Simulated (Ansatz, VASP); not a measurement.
# Two plane-wave programs on Al12H

```
Al H
1.0
     5.71430    0.00000    0.00000
    -2.85715    4.94873    0.00000
     0.00000    0.00000   21.60164
Al H
12 1
Cartesian
  1.4286 0.8248 4.0000
  0.0000 3.2992 4.0000
  4.2857 0.8248 4.0000
  2.8572 3.2992 4.0000
  0.0000 1.6496 6.3009
  -1.4286 4.1239 6.3009
  2.8572 1.6496 6.3009
  1.4286 4.1239 6.3009
  0.0000 0.0000 8.6016
  -1.4286 2.4744 8.6016
  2.8572 0.0000 8.6016
  1.4286 2.4744 8.6016
  0.4762 -0.2749 10.6716
```

Alike in both runs: task single point; functional PBE; k mesh 6 × 6 × 1; occupations gaussian, width 0.1 eV; collinear spin.

```csv
,VASP,Ansatz
version,VASP 6.6.1,Ansatz 0.2.0
potentials or method,"VASP PAW PBE potentials, release 64 (Al, H), cutoff 520 eV","scalar-relativistic, plane waves, PAW"
valence electrons in the cell,37,37
```

|  | VASP | Ansatz | Ansatz less VASP |
| --- | --- | --- | --- |
| gap on the k mesh at the Fermi level (eV) | none | none | - |
| rms of the force components (eV/Å) | 0.438 | 0.438 | 0.0000 |
| net moment per atom (μB) | 0.00 | 0.00 | 0.000 |

Atom by atom the forces differ by 0.001 eV/Å (rms over components). A gap of «none» marks a metal or a gap that the smearing closes. Ansatz's warnings: seeded moment not kept, xc potential rough in thin density.
